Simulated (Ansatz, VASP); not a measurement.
## F: VASP beside Ansatz

```xyz
2
Lattice="0.0000 2.2010 2.2010 2.2010 0.0000 2.2010 2.2010 2.2010 0.0000" Properties=species:S:1:pos:R:3 pbc="T T T"
F    -0.5502   -0.5502   -0.5502
F     0.5502    0.5502    0.5502
```

Change from the starting cell: volume scaled by 0.78, PAW files.

Alike in both runs: task single point; functional PBEsol; k mesh 14 × 14 × 14; occupations fermi-dirac, width 0.08 eV; no spin polarisation.

|  | VASP | Ansatz |
| --- | --- | --- |
| version | VASP 6.6.1 | Ansatz 0.2.0 |
| potentials or method | VASP PAW PBE potentials, release 64 (F) | PAW with Ansatz's default frozen-core files, scalar-relativistic |
| plane-wave cutoff (eV) | 520 | 420 |
| valence electrons in the cell | 14 | 14 |

Ansatz gave:

```
pressure (GPa) : 21.5
```

**Question.** What did VASP give for the same quantities?

**Answer.** Pressure (GPa): 20.9.

VASP's potentials were made for PBE, not for PBEsol. With one functional, cell and mesh, what is left measures potentials, basis and numerics.
